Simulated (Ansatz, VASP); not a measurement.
Two plane-wave programs on Ag

Contents of INCAR:

```
SYSTEM = Ag
PREC     = Accurate       ! precision mode
ENCUT    = 520            ! plane-wave cutoff, eV
EDIFF    = 1E-6           ! SCF threshold, eV
ISMEAR   = 0              ! smearing method
SIGMA    = 0.1            ! smearing width, eV
LREAL    = .False.        ! projectors in reciprocal space
LASPH    = .True.         ! aspherical terms in the spheres
NELM     = 100            ! most SCF steps
ALGO     = Normal         ! electronic algorithm
ISIF     = 2              ! what is computed and relaxed
LWAVE    = .False.        ! write WAVECAR
LCHARG   = .False.        ! write CHGCAR
GGA      = PE             ! functional
NBANDS   = 18             ! bands
```

KPOINTS

```
regular mesh
0
Gamma
  8 8 4
  0 0 0
```

File POSCAR:

```
Ag
1.0
    2.1631890900      0.0000000000      0.0000000000
    0.0000000000      2.1631890900      0.0000000000
    0.0000000000      0.0000000000      4.5476753700
Ag
2
Direct
    0.5000000000      0.5000000000      0.2439761000
    0.5000000000      0.5000000000      0.7560239000
```

Input for Ansatz:

```yaml
crystal:
  lattice:
    - [2.16318909, 0.0, 0.0]
    - [0.0, 2.16318909, 0.0]
    - [0.0, 0.0, 4.54767537]
  atoms:
    - { symbol: Ag, position: [0.5, 0.5, 0.2439761] }
    - { symbol: Ag, position: [0.5, 0.5, 0.7560239] }
basis:
  ecutwfc: 420
kpoints:
  mp_grid: { grid: [8, 8, 4] }
hamiltonian:
  xc: pbe
scf:
  occupations: { method: gaussian, width: 0.1 }
  lower_state_search: "off"
output:
  forces: true
  stress: true
  eigenvalues: true
```

Alike in both runs: task single point; functional PBE; k mesh 8 × 8 × 4; occupations gaussian, width 0.1 eV; no spin polarisation.

|  | VASP | Ansatz |
| --- | --- | --- |
| version | VASP 6.6.1 | Ansatz 0.2.0 |
| potentials or method | VASP PAW PBE potentials, release 64 (Ag), cutoff 520 eV | scalar-relativistic, plane waves, PAW |
| valence electrons in the cell | 22 | 38 |

VASP gave:

* gap on the k mesh at the Fermi level (eV): none
* rms of the force components (eV/Å): 1.620

**Question.** What did Ansatz give for the same quantities?

**Answer.** gap on the k mesh at the Fermi level (eV): none; rms of the force components (eV/Å): 1.646.

Atom by atom the forces differ by 0.027 eV/Å (rms over components). A gap of «none» marks a metal or a gap that the smearing closes. VASP's potentials hold 22 valence electrons a cell and Ansatz's 38, so a difference there can come from the potentials and not from the codes.

The k mesh is coarse, so the values compare programs but aren't converged.
